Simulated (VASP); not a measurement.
# Mg8HO8 (a cell with a defect) in VASP: a series of runs

Mg8HO8 (a cell with a defect) is run at these levels: PBE+D3(BJ); tasks: relaxation of the atoms.

Everything below comes from runs of VASP 6.6.1. Logs are shortened: lines on timing, memory, paths and dates and some standing lists are left out, and cuts for length are marked.

## 1. The cell of the first run

The cell holds a defect, 17 atoms: a = 5.446 Å, b = 5.446 Å, c = 5.446 Å, α = 60.00°, β = 60.00°, γ = 60.00°.

## 2. Relaxation of the atoms, PBE+D3(BJ), collinear spin

File INCAR:

```
SYSTEM = Mg8HO8
PREC = Accurate
ENCUT = 520
EDIFF = 1E-7
ISMEAR = 0
SIGMA = 0.05
LREAL = .False.
LASPH = .True.
NELM = 200
ALGO = Normal
ISIF = 2
LWAVE = .False.
LCHARG = .False.
ISPIN = 2
MAGMOM = 0 0 0 0 0 0 0 0 0 0 0 0 0 0 0 0 1
LORBIT = 11
GGA = PE
IVDW = 12
IBRION = 2
NSW = 80
EDIFFG = -0.03
GGA_COMPAT = .False.
NELMIN = 4
KPAR = 4
```

File KPOINTS:

```
Automatic mesh
0
Gamma
  3 3 3
  0 0 0
```

File POSCAR:

```
Mg8HO8
1.0
    0.0000000000      3.8510000000      3.8510000000
    3.8510000000      0.0000000000      3.8510000000
    3.8510000000      3.8510000000      0.0000000000
Mg O H
8 8 1
Direct
    0.0000000000      0.0000000000      0.0000000000
    0.0000000000      0.0000000000      0.5000000000
    0.0000000000      0.5000000000      0.0000000000
    0.0000000000      0.5000000000      0.5000000000
    0.5000000000      0.0000000000      0.0000000000
    0.5000000000      0.0000000000      0.5000000000
    0.5000000000      0.5000000000      0.0000000000
    0.5000000000      0.5000000000      0.5000000000
    0.2500000000      0.2500000000      0.2500000000
    0.2500000000      0.2500000000      0.7500000000
    0.2500000000      0.7500000000      0.2500000000
    0.2500000000      0.7500000000      0.7500000000
    0.7500000000      0.2500000000      0.2500000000
    0.7500000000      0.2500000000      0.7500000000
    0.7500000000      0.7500000000      0.2500000000
    0.7500000000      0.7500000000      0.7500000000
    0.1182961000      0.1270527000      0.6172050000
```

Potentials or basis: VASP PAW PBE potentials, release 64 (Mg, O, H).

Started as:

```sh
$ cat potpaw_PBE.64/Mg/POTCAR potpaw_PBE.64/O/POTCAR potpaw_PBE.64/H/POTCAR > POTCAR
$ mpirun -np 4 vasp_std > vasp.out
```

OUTCAR:

```text
SYSTEM = Mg8HO8
   PREC = Accurate
   ENCUT = 520
   EDIFF = 1E-7
   ISMEAR = 0
   LREAL = .False.
   LASPH = .True.
   NELM = 200
   ISIF = 2
   ISPIN = 2
   LORBIT = 11
   GGA = PE
   IVDW = 12
   IBRION = 2
   NSW = 80
   EDIFFG = -0.03
   NELMIN = 4
 IVDW          = 12

 ion  position               nearest neighbor table
   1  0.000  0.000  0.000-  17 1.70  11 1.93  12 1.93  13 1.93  14 1.93  15 1.93  10 1.93   3 2.72
                             5 2.72   2 2.72   2 2.72   4 2.72   6 2.72   3 2.72   4 2.72   7 2.72
   2  0.000  0.000  0.500-  17 1.61  11 1.93  12 1.93  13 1.93  14 1.93  16 1.93   9 1.93   4 2.72
                             6 2.72   1 2.72   1 2.72   3 2.72   5 2.72   3 2.72   4 2.72   8 2.72
   3  0.000  0.500  0.000-   9 1.93  10 1.93  12 1.93  13 1.93  15 1.93  16 1.93   1 2.72   4 2.72
                             7 2.72   2 2.72   4 2.72   8 2.72   1 2.72   2 2.72   5 2.72   5 2.72
   4  0.000  0.500  0.500-  17 1.66  10 1.93  11 1.93  14 1.93  15 1.93  16 1.93   9 1.93   3 2.72
                             8 2.72   2 2.72   1 2.72   3 2.72   7 2.72   1 2.72   2 2.72   6 2.72
   5  0.500  0.000  0.000-   9 1.93  10 1.93  11 1.93  14 1.93  15 1.93  16 1.93   1 2.72   6 2.72
                             7 2.72   2 2.72   6 2.72   8 2.72   3 2.72   7 2.72   8 2.72   1 2.72
   6  0.500  0.000  0.500-  17 1.70  10 1.93  12 1.93  13 1.93  15 1.93  16 1.93   9 1.93   5 2.72
                             8 2.72   2 2.72   1 2.72   5 2.72   7 2.72   4 2.72   7 2.72   8 2.72
   7  0.500  0.500  0.000-   9 1.93  11 1.93  12 1.93  13 1.93  14 1.93  16 1.93   3 2.72   5 2.72
                             8 2.72   4 2.72   6 2.72   8 2.72   1 2.72   5 2.72   6 2.72   1 2.72
   8  0.500  0.500  0.500-  10 1.93  11 1.93  12 1.93  13 1.93  14 1.93  15 1.93   4 2.72   6 2.72
                             7 2.72   3 2.72   5 2.72   7 2.72   2 2.72   5 2.72   6 2.72   2 2.72
   9  0.250  0.250  0.250-   2 1.93   3 1.93   4 1.93   5 1.93   6 1.93   7 1.93
  10  0.250  0.250  0.750-   1 1.93   3 1.93   4 1.93   5 1.93   6 1.93   8 1.93
  11  0.250  0.750  0.250-   1 1.93   2 1.93   4 1.93   5 1.93   7 1.93   8 1.93
  12  0.250  0.750  0.750-   1 1.93   2 1.93   3 1.93   6 1.93   7 1.93   8 1.93
  13  0.750  0.250  0.250-   1 1.93   2 1.93   3 1.93   6 1.93   7 1.93   8 1.93
  14  0.750  0.250  0.750-   1 1.93   2 1.93   4 1.93   5 1.93   7 1.93   8 1.93
  15  0.750  0.750  0.250-   1 1.93   3 1.93   4 1.93   5 1.93   6 1.93   8 1.93
  16  0.750  0.750  0.750-   2 1.93   3 1.93   4 1.93   5 1.93   6 1.93   7 1.93
  17  0.118  0.127  0.617-   2 1.61   4 1.66   6 1.70   1 1.70

  LATTYP: Found a face centered cubic cell.
 ALAT       =     7.7020000000

  Lattice vectors:

 A1 = (   0.0000000000,   3.8510000000,   3.8510000000)
 A2 = (   3.8510000000,   0.0000000000,   3.8510000000)
 A3 = (   3.8510000000,   3.8510000000,   0.0000000000)

Analysis of symmetry for initial positions (statically):
=====================================================================
 Subroutine PRICEL returns:
 Original cell was already a primitive cell.

 Routine SETGRP: Setting up the symmetry group for a
 face centered cubic supercell.

 Subroutine GETGRP returns: Found  1 space group operations
 (whereof  1 operations were pure point group operations)
 out of a pool of 48 trial point group operations.

The static configuration has the point symmetry C_1 .

Analysis of symmetry for dynamics (positions and initial velocities):
=====================================================================
 Subroutine PRICEL returns:
 Original cell was already a primitive cell.

 Routine SETGRP: Setting up the symmetry group for a
 face centered cubic supercell.

 Subroutine GETGRP returns: Found  1 space group operations
 (whereof  1 operations were pure point group operations)
 out of a pool of 48 trial point group operations.

The dynamic configuration has the point symmetry C_1 .

Analysis of structural, dynamic, and magnetic symmetry:
=====================================================================
 Subroutine PRICEL returns:
 Original cell was already a primitive cell.

 Routine SETGRP: Setting up the symmetry group for a
 face centered cubic supercell.

 Subroutine GETGRP returns: Found  1 space group operations
 (whereof  1 operations were pure point group operations)
 out of a pool of 48 trial point group operations.

The overall configuration has the point symmetry C_1 .

 Subroutine INISYM returns: Found  1 space group operations
 (whereof  1 operations are pure point group operations),
 and found     1 'primitive' translations

----------------------------------------------------------------------------------------

                                     Primitive cell

  volume of cell :     114.2222

  direct lattice vectors                    reciprocal lattice vectors
     0.000000000  3.851000000  3.851000000    -0.129836406  0.129836406  0.129836406
[... 73 lines left out ...]
  0.000000  0.000000  0.000000      1.000000
  0.333333  0.000000  0.000000      2.000000
  0.000000  0.333333  0.000000      2.000000
  0.000000  0.000000  0.333333      2.000000
  0.333333  0.333333  0.333333      2.000000
  0.333333  0.333333  0.000000      2.000000
  0.000000  0.333333  0.333333      2.000000
  0.333333  0.000000  0.333333      2.000000
 -0.333333  0.333333  0.000000      2.000000
  0.000000 -0.333333  0.333333      2.000000
  0.333333  0.000000 -0.333333      2.000000
  0.333333  0.333333 -0.333333      2.000000
 -0.333333  0.333333 -0.333333      2.000000
  0.333333 -0.333333 -0.333333      2.000000
   k-points           NKPTS =     14   k-points in BZ     NKDIM =     14   number of bands    NBANDS=     42
   number of dos      NEDOS =    301   number of ions     NIONS =     17
   total plane-waves  NPLWV =  74088
   dimension x,y,z NGX =    42 NGY =   42 NGZ =   42
   dimension x,y,z NGXF=    84 NGYF=   84 NGZF=   84
   ions per type =               8   8   1
   NGX,Y,Z   is equivalent  to a cutoff of  12.82, 12.82, 12.82 a.u.
   NGXF,Y,Z  is equivalent  to a cutoff of  25.64, 25.64, 25.64 a.u.
 SYSTEM =  Mg8HO8
   PREC   = accura    normal or accurate (medium, high low for compatibility)
   ISTART =      0    job   : 0-new  1-cont  2-samecut
   ICHARG =      2    charge: 1-file 2-atom 10-const
   ISPIN  =      2    spin polarized calculation?
   LNONCOLLINEAR =      F non collinear calculations
   LSORBIT =      F    spin-orbit coupling
   LASPH  =      T    aspherical Exc in radial PAW
   ENCUT  =  520.0 eV  38.22 Ry    6.18 a.u.  10.13 10.13 10.13*2*pi/ulx,y,z
   NELM   =    200;   NELMIN=  4; NELMDL= -5     # of ELM steps
   EDIFF  = 0.1E-06   stopping-criterion for ELM
   LREAL  =      F    real-space projection
   EDIFFG = -.3E-01   stopping-criterion for IOM
   NSW    =     80    number of steps for IOM
   IBRION =      2    ionic relax: 0-MD 1-quasi-New 2-CG
   NFREE  =      1    steps in history (QN), initial steepest desc. (CG)
   ISIF   =      2    stress and relaxation
   ISYM   =      2    0-nonsym 1-usesym 2-fastsym
   POTIM  = 0.5000    time-step for ionic-motion
   TEBEG  =    0.0;   TEEND  =   0.0 temperature during run
   PSTRESS=    0.0 pullay stress
   NELECT =      65.0000    total number of electrons
   NUPDOWN=      -1.0000    fix difference up-down
   EMIN   =  10.00;   EMAX   =-10.00  energy-range for DOS
   EFERMI =   0.00;   METHOD = LEGACY
   ISMEAR =     0;   SIGMA  =   0.05  broadening in eV -4-tet -1-fermi 0-gaus
   EFERMI_NEDOS =   21; number of points for ismear=-14 and -15
   IALGO  =     38    algorithm
   IMIX   =      4    mixing-type and parameters
     AMIX     =   0.40;   BMIX     =  1.00
     AMIX_MAG =   1.60;   BMIX_MAG =  1.00
  volume/ion in A,a.u.               =       6.72        45.34
  Fermi-wavevector in a.u.,A,eV,Ry     =   1.356633  2.563665 25.040891  1.840454
  Thomas-Fermi vector in A             =   2.483620
   LORBIT       =     11    0 simple, 1 ext, 2 COOP (PROOUT), +10 PAW based schemes
   GGA     = PE    functional components
   LHFCALC =     F    Hartree Fock is set to
   AEXX    =    0.0000 exact exchange contribution
   IVDW    =    12    specifies the selected vdW correction
   LEPSILON=     F    determine dielectric tensor
   LRPA    =     F    only Hartree local field effects (RPA)
 conjugate gradient relaxation of ions
 spin polarized calculation
 Gauss-broadening in eV      SIGMA  =   0.05
  energy-cutoff  :      520.00
  volume of cell :      114.22
 maximum number of plane-waves:      3119
 NGX is ok and might be reduce to    42
   NGX = 21   NGY = 21   NGZ = 21

--------------------------------------- Ionic step        1  -------------------------------------------

 number of electron      64.9999969 magnetization       0.9259488

 Free energy of the ion-electron system (eV)
  ---------------------------------------------------
  ext. energy  EPLUGINS =         0.00000000
  ---------------------------------------------------
  free energy    TOTEN  =       -84.63930011 eV

  energy without entropy =      -84.63728457  energy(sigma->0) =      -84.63829234

 E-fermi :  10.5327     XC(G=0): -12.5177

 val. band max:       10.5102110083   @ k =   0.3333   0.0000  -0.3333
 cond. band min:      11.3282505688   @ k =   0.3333   0.3333   0.3333
 fundamental gap:      0.8180395605
 Fermi energy:        10.5327113402

 spin component 1

 k-point     1 :       0.0000    0.0000    0.0000
  band No.  band energies     occupation
      1     -13.4477      1.00000
      2     -11.3565      1.00000
      3     -11.2740      1.00000
      4     -11.2422      1.00000
      5     -11.2053      1.00000
      6     -10.8984      1.00000
[... 1691 lines left out ...]
--------------------------------------- Ionic step        9  -------------------------------------------

 number of electron      64.9999992 magnetization       0.9259260

 Free energy of the ion-electron system (eV)
  ---------------------------------------------------
  ext. energy  EPLUGINS =         0.00000000
  ---------------------------------------------------
  free energy    TOTEN  =       -84.99034544 eV

  energy without entropy =      -84.98793638  energy(sigma->0) =      -84.98914091

 E-fermi :   9.7842     XC(G=0): -12.5205

 val. band max:        9.7355396344   @ k =   0.3333   0.0000  -0.3333
 cond. band min:      10.6338504938   @ k =   0.0000   0.3333   0.0000
 fundamental gap:      0.8983108593
 Fermi energy:         9.7842452791

 spin component 1

 k-point     1 :       0.0000    0.0000    0.0000
  band No.  band energies     occupation
      1     -13.4075      1.00000
      2     -11.3286      1.00000
      3     -11.2262      1.00000
      4     -11.2259      1.00000
      5     -11.2256      1.00000
      6     -10.8817      1.00000
[... 1300 lines left out ...]
  FREE ENERGIE OF THE ION-ELECTRON SYSTEM (eV)
  ---------------------------------------------------
  free  energy   TOTEN  =       -91.4203928782 eV

  energy  without entropy=      -91.4179838112  energy(sigma->0) =      -91.41918834

 reached required accuracy - stopping structural energy minimisation

 total charge

# of ion       s       p       d       tot
------------------------------------------
    1        0.196   0.290   0.158   0.644
    2        0.196   0.290   0.158   0.644
    3        0.202   0.303   0.165   0.670
    4        0.196   0.290   0.158   0.644
    5        0.202   0.303   0.165   0.670
    6        0.196   0.290   0.158   0.644
[... 9 lines left out ...]
   16        1.555   3.743   0.000   5.298
   17        0.632   0.032   0.000   0.664
--------------------------------------------------
tot         14.704  32.246   1.293  48.243

 magnetization (x)

# of ion       s       p       d       tot
------------------------------------------
    1       -0.000   0.002   0.006   0.007
    2       -0.000   0.002   0.006   0.007
    3        0.001   0.001   0.002   0.004
    4       -0.000   0.002   0.006   0.007
    5        0.001   0.001   0.002   0.004
    6       -0.000   0.002   0.006   0.007
[... 9 lines left out ...]
   16       -0.000  -0.000   0.000  -0.001
   17        0.303   0.003   0.000   0.306
--------------------------------------------------
tot          0.340   0.349   0.032   0.721
```

It took 11 min on 4 MPI ranks of Intel Xeon Platinum 8259CL at 2.50GHz (Skylake/Cascade Lake), shared host; peak memory 0.42 GiB.

Results:

- Free energy: -91.4204 eV
- Energy gained by relaxing: 20.7 meV/atom
- Ionic steps: 9
- Pressure after relaxing: 84.0 GPa
- Largest force after relaxing: 0.011 eV/Å
- Net moment: 0.93 μB per cell
- Site moments: Mg +0.01, +0.00 (each value once); O +0.09, -0.00 (each value once); H +0.31 μB
- Valence electrons inside the program's atomic spheres: Mg 0.64, 0.67 (each value once); O 5.28, 5.30 (each value once); H 0.66
- Dispersion energy per atom: -0.378 eV

Forces on the atoms (eV/Å):
```
Mg   0.000 -0.005 -0.007
Mg   0.005  0.003  0.005
Mg  -0.006 -0.001  0.003
Mg  -0.008 -0.001 -0.008
Mg   0.001 -0.006  0.001
Mg  -0.006 -0.006 -0.001
Mg   0.004  0.003  0.005
Mg   0.003 -0.001 -0.006
O    0.002  0.000 -0.003
O    0.001 -0.002  0.001
O   -0.002  0.007  0.003
O    0.000 -0.005  0.001
O    0.002  0.001  0.002
O   -0.004  0.000  0.002
O    0.004  0.006  0.003
O    0.003  0.007 -0.003
H    0.000  0.000  0.000
```

Step by step:
```csv
step,energy change (eV),largest force (eV/Å),pressure (GPa)
1,0.0000,2.5489,84.22
2,-0.0367,2.1797,85.55
3,-0.3291,0.3630,84.09
4,-0.3443,0.2518,83.99
5,-0.3463,0.2052,84.00
6,-0.3495,0.1271,83.98
7,-0.3495,0.1123,83.98
8,-0.3508,0.0630,83.98
9,-0.3514,0.0112,83.98
```

Final structure:
```
CELL_PARAMETERS angstrom
0.00000 3.85100 3.85100
3.85100 0.00000 3.85100
3.85100 3.85100 0.00000
ATOMIC_POSITIONS crystal
Mg 0.99881 0.99926 0.00213
Mg 0.99871 0.99920 0.49865
Mg 0.99747 0.50082 0.00030
Mg 0.99873 0.50284 0.49868
Mg 0.50033 0.99800 0.00028
Mg 0.50221 0.99925 0.49874
Mg 0.50028 0.50075 0.00022
Mg 0.50036 0.50082 0.49741
O 0.25450 0.25501 0.23485
O 0.25453 0.25503 0.75447
O 0.24942 0.75019 0.24957
O 0.25452 0.73538 0.75446
O 0.74965 0.24994 0.24958
O 0.73491 0.25501 0.75445
O 0.74964 0.75020 0.24957
O 0.74963 0.75019 0.74936
H 0.12457 0.12516 0.62449
```

Caveat: the k points lie up to 0.47 Å⁻¹ apart; a moment this small can come from the mesh or the smearing.

## 3. Relaxation of the atoms, PBE+D3(BJ), collinear spin

File INCAR:

```
SYSTEM = Mg8HO8
ALGO = Normal
EDIFF = 1E-7
EDIFFG = -0.03
ENCUT = 520
GGA = PE
GGA_COMPAT = .False.
IBRION = 2
ISIF = 2
ISMEAR = 0
ISPIN = 2
IVDW = 12
KPAR = 4
LASPH = .True.
LCHARG = .False.
LORBIT = 11
LREAL = .False.
LWAVE = .False.
MAGMOM = 0 0 0 0 0 0 0 0 0 0 0 0 0 0 0 0 1
NELM = 200
NELMIN = 4
NSW = 80
PREC = Accurate
SIGMA = 0.05
```

File KPOINTS:

```
k-points
0
Gamma
  3 3 3
  0 0 0
```

Changes to POSCAR since step 2:

```diff
@@ -24,2 +24,2 @@
     0.7500000000      0.7500000000      0.7500000000
-    0.1182961000      0.1270527000      0.6172050000
+   -0.1262676800      0.3845610900      0.8637485100
```

Potentials or basis: VASP PAW PBE potentials, release 64 (Mg, O, H).

Started as:

```sh
$ cat potpaw_PBE.64/Mg/POTCAR potpaw_PBE.64/O/POTCAR potpaw_PBE.64/H/POTCAR > POTCAR
$ mpirun -np 4 vasp_std > vasp.out
```

Run time: 7.8 min. Hardware: 4 MPI ranks of AMD EPYC 7R43 (Zen 3), shared host; peak memory 0.4 GiB.

The run converged. Its results:

```
Free energy                                           : -91.4204 eV
Energy gained by relaxing                             : 20.5 meV/atom
Ionic steps                                           : 9
Pressure after relaxing                               : 84.0 GPa
Largest force after relaxing                          : 0.011 eV/Å
Net moment                                            : 0.93 μB per cell
Site moments                                          : Mg +0.01, +0.00 (each value once); O -0.00, +0.09 (each value once); H +0.31 μB
Valence electrons inside the program's atomic spheres : Mg 0.64, 0.67 (each value once); O 5.30, 5.28 (each value once); H 0.66
Dispersion energy per atom                            : -0.378 eV
```

Forces in eV/Å, atoms in the order of the input:
```
Mg  -0.008 -0.002 -0.001
Mg   0.003 -0.006  0.000
Mg  -0.003 -0.008  0.002
Mg   0.006  0.004 -0.005
Mg   0.004  0.002 -0.002
Mg   0.004 -0.001  0.007
Mg  -0.006  0.000  0.009
Mg  -0.005  0.000 -0.002
O   -0.003  0.006 -0.005
O    0.002 -0.005  0.001
O    0.002  0.006  0.001
O    0.002  0.005 -0.004
O    0.002 -0.002  0.001
O    0.002 -0.001  0.004
O    0.001  0.001 -0.004
O   -0.002  0.000 -0.001
H    0.000 -0.001  0.000
```

The path:
```tsv
step	energy change (eV)	largest force (eV/Å)	pressure (GPa)
1	0.0000	2.5915	84.21
2	-0.0358	2.2124	85.54
3	-0.3267	0.3559	84.09
4	-0.3413	0.2556	83.99
5	-0.3435	0.1927	84.00
6	-0.3463	0.1207	83.98
7	-0.3464	0.1090	83.98
8	-0.3475	0.0632	83.98
9	-0.3480	0.0108	83.98
```

Final structure:
```
Mg O H
1.0
     0.00000    3.85100    3.85100
     3.85100    0.00000    3.85100
     3.85100    3.85100    0.00000
Mg O H
8 8 1
Direct
  0.00076 0.99802 0.00025
  0.00205 0.99981 0.49868
  0.00081 0.50139 0.00029
  0.00084 0.50145 0.49664
  0.49928 0.99986 0.00134
  0.49923 0.99979 0.49867
  0.49722 0.50142 0.00031
  0.49922 0.50268 0.49866
  0.24987 0.25074 0.24925
  0.26466 0.24564 0.74443
  0.24986 0.75054 0.24924
  0.24985 0.75054 0.74948
  0.74501 0.24563 0.26410
  0.74503 0.24565 0.74443
  0.75011 0.75054 0.24923
  0.74504 0.76524 0.74444
  0.87489 0.37563 0.87432
```

Levels at points of the mesh, in eV from the Fermi level:
Spin up:
```
           k point  band 29  band 30  band 31  band 32  band 33  band 34  band 35  band 36  band 37  band 38
(0.00, 0.00, 0.00)    -5.21    -4.22    -4.22    -4.22    -1.84     3.81     5.08     5.08     5.15     5.51
```
Spin down:
| k point | band 29 | band 30 | band 31 | band 32 | band 33 | band 34 | band 35 | band 36 |
| --- | --- | --- | --- | --- | --- | --- | --- | --- |
| (0.00, 0.00, 0.00) | -5.16 | -4.13 | -4.13 | -4.13 | -0.21 | 3.86 | 5.08 | 5.08 |

Caveat: the k points lie up to 0.47 Å⁻¹ apart; a moment this small can come from the mesh or the smearing.
